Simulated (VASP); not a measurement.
# Sc (Im-3m) in VASP: further runs

The runs below take Sc through single point, with PBEsol.

All numbers are computed with VASP 6.6.1; they aren't measurements. Logs are shortened: lines on timing, memory, paths and dates and some standing lists are left out, and cuts for length are marked.

### Step 1. The cell of the first run

It takes space group Im-3m (No. 229, cubic). Conventional cell: a = 3.335 Å, b = 3.335 Å, c = 3.335 Å, α = 90.00°, β = 90.00°, γ = 90.00°. Sc (site symmetry m-3m) has 14 Sc at 2.89 to 3.33 Å within 3.8 Å.

### Step 2. Single point, PBEsol

INCAR

```
SYSTEM = Sc
PREC = Accurate
ENCUT = 520
EDIFF = 1E-6
ISMEAR = 0
SIGMA = 0.05
LREAL = .FALSE.
LASPH = .TRUE.
NELM = 60
ALGO = Normal
ISIF = 2
LWAVE = .FALSE.
LCHARG = .FALSE.
GGA = PS
NBANDS = 12
```

KPOINTS

```
Automatic mesh
0
G
  9 9 9
  0 0 0
```

POSCAR

```
Sc
1.0
    1.6673659746      1.6673659746      1.6673659746
   -1.6673659746      1.6673659746      1.6673659746
   -1.6673659746     -1.6673659746      1.6673659746
Sc
1
Direct
    0.0000000000      0.0000000000      0.0000000000
```

Potentials or basis: VASP PAW PBE potentials, release 64 (Sc_sv).

The run is started by

```sh
cat potpaw_PBE.64/Sc_sv/POTCAR > POTCAR
mpirun -np 1 vasp_std > vasp.out
```

OUTCAR:

```text
SYSTEM = Sc
   PREC = Accurate
   ENCUT = 520
   EDIFF = 1E-6
   ISMEAR = 0
   LREAL = .FALSE.
   LASPH = .TRUE.
   NELM = 60
   ISIF = 2
   GGA = PS

 ion  position               nearest neighbor table
   1  0.000  0.000  0.000-

  LATTYP: Found a body centered cubic cell.
 ALAT       =     3.3347319492

  Lattice vectors:

 A1 = (   1.6673659746,  -1.6673659746,  -1.6673659746)
 A2 = (   1.6673659746,   1.6673659746,   1.6673659746)
 A3 = (  -1.6673659746,  -1.6673659746,   1.6673659746)

Analysis of symmetry for initial positions (statically):
=====================================================================
 Subroutine PRICEL returns:
 Original cell was already a primitive cell.

 Routine SETGRP: Setting up the symmetry group for a
 body centered cubic supercell.

 Subroutine GETGRP returns: Found 48 space group operations
 (whereof 48 operations were pure point group operations)
 out of a pool of 48 trial point group operations.

The static configuration has the point symmetry O_h .

Analysis of symmetry for dynamics (positions and initial velocities):
=====================================================================
 Subroutine PRICEL returns:
 Original cell was already a primitive cell.

 Routine SETGRP: Setting up the symmetry group for a
 body centered cubic supercell.

 Subroutine GETGRP returns: Found 48 space group operations
 (whereof 48 operations were pure point group operations)
 out of a pool of 48 trial point group operations.

The dynamic configuration has the point symmetry O_h .

 Subroutine INISYM returns: Found 48 space group operations
 (whereof 48 operations are pure point group operations),
 and found     1 'primitive' translations

----------------------------------------------------------------------------------------

                                     Primitive cell

  volume of cell :      18.5418

  direct lattice vectors                    reciprocal lattice vectors
     1.667365975  1.667365975  1.667365975     0.299874177  0.000000000  0.299874177
    -1.667365975  1.667365975  1.667365975    -0.299874177  0.299874177  0.000000000
    -1.667365975 -1.667365975  1.667365975     0.000000000 -0.299874177  0.299874177

  length of vectors
     2.887962583  2.887962583  2.887962583     0.424086129  0.424086129  0.424086129

  position of ions in fractional coordinates (direct lattice)
     0.000000000  0.000000000  0.000000000

  ion indices of the primitive-cell ions
   primitive index   ion index
                 1           1

----------------------------------------------------------------------------------------

 KPOINTS: Automatic mesh

Automatic generation of k-mesh.
 Grid dimensions read from file:
 generate k-points for:    9    9    9

 Generating k-lattice:

  Cartesian coordinates                     Fractional coordinates (reciprocal lattice)
     0.033319353  0.000000000  0.033319353     0.111111111  0.000000000  0.000000000
    -0.033319353  0.033319353  0.000000000     0.000000000  0.111111111  0.000000000
     0.000000000 -0.033319353  0.033319353     0.000000000  0.000000000  0.111111111

  Length of vectors
     0.047120681  0.047120681  0.047120681

  Shift w.r.t. Gamma in fractional coordinates (k-lattice)
     0.000000000  0.000000000  0.000000000

 Subroutine IBZKPT returns following result:
 ===========================================

 Found     35 irreducible k-points:

 Following reciprocal coordinates:
            Coordinates               Weight
  0.000000  0.000000  0.000000      1.000000
  0.111111  0.000000  0.000000     12.000000
  0.222222  0.000000  0.000000     12.000000
  0.333333  0.000000  0.000000     12.000000
  0.444444  0.000000  0.000000     12.000000
  0.222222  0.111111  0.000000     24.000000
[... 16 lines left out ...]
  0.111111 -0.444444  0.111111     24.000000
  0.222222 -0.444444  0.111111     24.000000
 [... further k-points ...]
   k-points           NKPTS =     35   k-points in BZ     NKDIM =     35   number of bands    NBANDS=     12
   number of dos      NEDOS =    301   number of ions     NIONS =      1
   total plane-waves  NPLWV =  13824
   dimension x,y,z NGX =    24 NGY =   24 NGZ =   24
   dimension x,y,z NGXF=    48 NGYF=   48 NGZF=   48
   ions per type =               1
   NGX,Y,Z   is equivalent  to a cutoff of  13.82, 13.82, 13.82 a.u.
   NGXF,Y,Z  is equivalent  to a cutoff of  27.63, 27.63, 27.63 a.u.
 SYSTEM =  Sc
   PREC   = accura    normal or accurate (medium, high low for compatibility)
   ISTART =      0    job   : 0-new  1-cont  2-samecut
   ICHARG =      2    charge: 1-file 2-atom 10-const
   ISPIN  =      1    spin polarized calculation?
   LNONCOLLINEAR =      F non collinear calculations
   LSORBIT =      F    spin-orbit coupling
   LASPH  =      T    aspherical Exc in radial PAW
   ENCUT  =  520.0 eV  38.22 Ry    6.18 a.u.   5.37  5.37  5.37*2*pi/ulx,y,z
   NELM   =     60;   NELMIN=  2; NELMDL= -5     # of ELM steps
   EDIFF  = 0.1E-05   stopping-criterion for ELM
   LREAL  =      F    real-space projection
   EDIFFG = 0.1E-04   stopping-criterion for IOM
   NSW    =      0    number of steps for IOM
   IBRION =     -1    ionic relax: 0-MD 1-quasi-New 2-CG
   NFREE  =      0    steps in history (QN), initial steepest desc. (CG)
   ISIF   =      2    stress and relaxation
   ISYM   =      2    0-nonsym 1-usesym 2-fastsym
   POTIM  = 0.5000    time-step for ionic-motion
   TEBEG  =    0.0;   TEEND  =   0.0 temperature during run
   PSTRESS=    0.0 pullay stress
   NELECT =      11.0000    total number of electrons
   NUPDOWN=      -1.0000    fix difference up-down
   EMIN   =  10.00;   EMAX   =-10.00  energy-range for DOS
   EFERMI =   0.00;   METHOD = LEGACY
   ISMEAR =     0;   SIGMA  =   0.05  broadening in eV -4-tet -1-fermi 0-gaus
   EFERMI_NEDOS =   21; number of points for ismear=-14 and -15
   IALGO  =     38    algorithm
   IMIX   =      4    mixing-type and parameters
     AMIX     =   0.40;   BMIX     =  1.00
     AMIX_MAG =   1.60;   BMIX_MAG =  1.00
  volume/ion in A,a.u.               =      18.54       125.13
  Fermi-wavevector in a.u.,A,eV,Ry     =   1.375587  2.599483 25.745490  1.892240
  Thomas-Fermi vector in A             =   2.500909
   LORBIT       =      0    0 simple, 1 ext, 2 COOP (PROOUT), +10 PAW based schemes
   GGA     = PS    functional components
   LHFCALC =     F    Hartree Fock is set to
   AEXX    =    0.0000 exact exchange contribution
   IVDW    =     0    specifies the selected vdW correction
   LEPSILON=     F    determine dielectric tensor
   LRPA    =     F    only Hartree local field effects (RPA)
 non-spin polarized calculation
 Gauss-broadening in eV      SIGMA  =   0.05
  energy-cutoff  :      520.00
  volume of cell :       18.54
 maximum number of plane-waves:       531
 NGX is ok and might be reduce to    24
   NGX = 11   NGY = 11   NGZ = 11

 number of electron      11.0000003 magnetization

 Free energy of the ion-electron system (eV)
  ---------------------------------------------------
  ext. energy  EPLUGINS =         0.00000000
  ---------------------------------------------------
  free energy    TOTEN  =        -6.20255642 eV

  energy without entropy =       -6.19991376  energy(sigma->0) =       -6.20123509

 E-fermi :   5.5128     XC(G=0): -11.2214

 val. band max:        5.4697206187   @ k =   0.1111  -0.4444   0.1111
 cond. band min:       5.5301667376   @ k =   0.4444   0.2222   0.0000
 fundamental gap:      0.0604461189
 Fermi energy:         5.5128329674

 k-point     1 :       0.0000    0.0000    0.0000
  band No.  band energies     occupation
      1     -43.1437      2.00000
      2     -21.3489      2.00000
      3     -21.3489      2.00000
      4     -21.3489      2.00000
      5      -0.1219      2.00000
      6       7.3489      0.00000
      7       7.3489      0.00000
      8       7.3489      0.00000
      9       9.3552      0.00000
     10       9.3552      0.00000
     11      21.6251      0.00000
     12      21.6251      0.00000

 k-point     2 :       0.1111    0.0000    0.0000
  band No.  band energies     occupation
      1     -43.1196      2.00000
      2     -21.4740      2.00000
      3     -21.3853      2.00000
      4     -21.3501      2.00000
      5       0.3074      2.00000
      6       7.1123      0.00000
      7       7.2358      0.00000
      8       7.7008      0.00000
      9       9.0989      0.00000
     10       9.3686      0.00000
     11      21.4751      0.00000
     12      21.6524      0.00000

 k-point     3 :       0.2222    0.0000    0.0000
  band No.  band energies     occupation
      1     -43.0580      2.00000
      2     -21.7813      2.00000
      3     -21.4765      2.00000
      4     -21.3536      2.00000
      5       1.4358      2.00000
      6       6.5691      0.00000
      7       6.7028      0.00000
      8       8.6808      0.00000
      9       8.9811      0.00000
     10       9.4490      0.00000
     11      20.1466      0.00000
     12      20.8212      0.00000

 k-point     4 :       0.3333    0.0000    0.0000
  band No.  band energies     occupation
      1     -42.9872      2.00000
      2     -22.1154      2.00000
      3     -21.5782      2.00000
      4     -21.3575      2.00000
      5       2.6937      2.00000
      6       6.0265      0.00000
      7       6.2901      0.00000
      8       9.2326      0.00000
      9       9.6336      0.00000
     10      10.0267      0.00000
     11      17.7197      0.00000
     12      19.2302      0.00000

 k-point     5 :       0.4444    0.0000    0.0000
  band No.  band energies     occupation
      1     -42.9405      2.00000
      2     -22.3260      2.00000
      3     -21.6435      2.00000
      4     -21.3602      2.00000
      5       3.2277      2.00000
      6       5.7053      0.00000
      7       6.7396      0.00000
      8       9.3892      0.00000
      9       9.8222      0.00000
     10      11.1425      0.00000
     11      15.7746      0.00000
     12      18.1419      0.00000

 k-point     6 :       0.2222    0.1111    0.0000
  band No.  band energies     occupation
      1     -43.0767      2.00000
      2     -21.6839      2.00000
      3     -21.4287      2.00000
      4     -21.3791      2.00000
      5       1.0957      2.00000
      6       6.7873      0.00000
      7       6.8053      0.00000
      8       8.4169      0.00000
      9       8.8169      0.00000
     10       9.5157      0.00000
     11      20.8323      0.00000
     12      21.3212      0.00000

 k-point     7 :       0.3333    0.1111    0.0000
  band No.  band energies     occupation
      1     -43.0105      2.00000
      2     -21.9771      2.00000
      3     -21.5413      2.00000
      4     -21.3938      2.00000
      5       2.3722      2.00000
      6       6.1440      0.00000
      7       6.3042      0.00000
      8       8.8788      0.00000
      9       9.6432      0.00000
     10       9.7314      0.00000
     11      18.9967      0.00000
     12      19.8165      0.00000

 k-point     8 :       0.4444    0.1111    0.0000
  band No.  band energies     occupation
      1     -42.9516      2.00000
      2     -22.2208      2.00000
      3     -21.6500      2.00000
      4     -21.4003      2.00000
      5       3.3569      2.00000
      6       5.7925      0.00000
      7       6.1798      0.00000
      8       9.2038      0.00000
      9       9.8732      0.00000
     10      11.0170      0.00000
     11      16.5515      0.00000
     12      18.5497      0.00000
[... 166 lines left out ...]
 k-point    20 :       0.1111    0.3333    0.1111
  band No.  band energies     occupation
      1     -43.0269      2.00000
      2     -21.9281      2.00000
      3     -21.4440      2.00000
      4     -21.4440      2.00000
      5       2.1373      2.00000
      6       6.1676      0.00000
      7       6.1677      0.00000
      8       9.3380      0.00000
      9       9.3380      0.00000
     10       9.6590      0.00000
     11      19.8919      0.00000
     12      19.8919      0.00000

 k-point    21 :      -0.4444    0.3333    0.1111
  band No.  band energies     occupation
      1     -42.8901      2.00000
      2     -22.1424      2.00000
      3     -21.9520      2.00000
      4     -21.5165      2.00000
      5       4.7800      2.00000
      6       4.9932      2.00000
      7       5.9636      0.00000
      8       9.1950      0.00000
      9       9.9401      0.00000
     10      13.2082      0.00000
     11      15.6725      0.00000
     12      15.8438      0.00000

 k-point    22 :       0.1111    0.4444    0.1111
  band No.  band energies     occupation
      1     -42.9697      2.00000
      2     -22.1253      2.00000
      3     -21.5933      2.00000
      4     -21.4614      2.00000
      5       3.4295      2.00000
      6       5.7036      0.00000
      7       5.7285      0.00000
      8       9.4336      0.00000
      9       9.6828      0.00000
     10      11.1067      0.00000
     11      17.7079      0.00000
     12      18.6732      0.00000

 k-point    23 :       0.1111   -0.4444    0.1111
  band No.  band energies     occupation
      1     -42.9321      2.00000
      2     -22.2247      2.00000
      3     -21.7174      2.00000
      4     -21.4729      2.00000
      5       3.9953      2.00000
      6       5.4697      1.77731
      7       6.0981      0.00000
      8       9.5812      0.00000
      9       9.8636      0.00000
     10      12.2911      0.00000
     11      15.5343      0.00000
     12      17.8589      0.00000

 k-point    24 :       0.2222   -0.4444    0.1111
  band No.  band energies     occupation
      1     -42.9336      2.00000
      2     -22.1463      2.00000
      3     -21.7288      2.00000
      4     -21.5448      2.00000
      5       4.5200      2.00000
      6       5.3319      2.00000
      7       5.5771      0.06898
      8       9.6384      0.00000
      9       9.8586      0.00000
     10      12.6243      0.00000
     11      16.4293      0.00000
     12      16.7581      0.00000

 [... further k-points ...]
[... 5 lines left out ...]
  --------------------------------------------------------------------------------------
  -------------------------------------------------------------------------------------
  Total        2.3266342      2.3266342      2.3266342     -0.0000000     -0.0000000      0.0000000
  in kB      201.0415788    201.0415788    201.0415788     -0.0000000     -0.0000000      0.0000000
  external PRESSURE =     201.0415788 kB  Pullay stress =       0.0000000 kB

 VOLUME and BASIS-vectors are now :
 -----------------------------------------------------------------------------
  energy-cutoff  :      520.00
  volume of cell :       18.54
      direct lattice vectors                 reciprocal lattice vectors
     1.667365975  1.667365975  1.667365975     0.299874177  0.000000000  0.299874177
    -1.667365975  1.667365975  1.667365975    -0.299874177  0.299874177  0.000000000
    -1.667365975 -1.667365975  1.667365975     0.000000000 -0.299874177  0.299874177

 POSITION                                       TOTAL-FORCE (eV/Angst)
 -----------------------------------------------------------------------------------
      0.00000      0.00000      0.00000         0.000000      0.000000      0.000000
 -----------------------------------------------------------------------------------
    total drift:                                0.000000     -0.000000      0.000000

  FREE ENERGIE OF THE ION-ELECTRON SYSTEM (eV)
  ---------------------------------------------------
  free  energy   TOTEN  =        -6.2025564201 eV

  energy  without entropy=       -6.1999137558  energy(sigma->0) =       -6.20123509
```

Run time: 8.5 s. Hardware: 1 thread of AMD EPYC 7R13 (Zen 3), shared host; peak memory 0.11 GiB.

Results:

- Free energy: -6.2026 eV
- Pressure: 20.1 GPa

Levels at points of the mesh, in eV from the Fermi level:
```tsv
k point	band 2	band 3	band 4	band 5	band 6	band 7	band 8	band 9
(0.00, 0.00, 0.00)	-26.86	-26.86	-26.86	-5.63	1.84	1.84	1.84	3.84
```

Caveat: the PAW data sets were made with another functional, which shifts forces and pressure a little.

### Step 3. Single point, PBEsol

This run uses another cell than the first one, of 17.13 Å³/atom, 0.924 times its volume.

INCAR

```
SYSTEM = Sc
ALGO = Normal
EDIFF = 1E-7
ENCUT = 520
GGA = PS
ISIF = 2
ISMEAR = 0
LASPH = .True.
LCHARG = .True.
LELF = .True.
LREAL = .False.
LVHAR = .True.
LWAVE = .False.
NBANDS = 12
NELM = 80
PREC = Accurate
SIGMA = 0.05
```

KPOINTS

```
k-points
0
Gamma
  9 9 9
  0 0 0
```

POSCAR

```
Sc
1.0
    1.6237904608      1.6237904608      1.6237904608
   -1.6237904608      1.6237904608      1.6237904608
   -1.6237904608     -1.6237904608      1.6237904608
Sc
1
Direct
    0.0000000000      0.0000000000      0.0000000000
```

Potentials or basis: VASP PAW PBE potentials, release 64 (Sc_sv).

The run is started by

```sh
cat potpaw_PBE.64/Sc_sv/POTCAR > POTCAR
mpirun -np 1 vasp_std > vasp.out
```

Run time: 12 s. Hardware: 1 thread of AMD EPYC 7R13 (Zen 3), shared host; peak memory 0.1 GiB.

The run converged. Its results:

- Free energy: -5.9815 eV
- Pressure: 30.2 GPa

Levels at points of the mesh, in eV from the Fermi level:
| k point | band 3 | band 4 | band 5 | band 6 | band 7 | band 8 |
| --- | --- | --- | --- | --- | --- | --- |
| (0.00, 0.00, 0.00) | -26.56 | -26.56 | -5.64 | 1.94 | 1.94 | 1.94 |

Caveat: the PAW data sets were made with another functional, which shifts forces and pressure a little.

(Continued in part 2 of 2.)
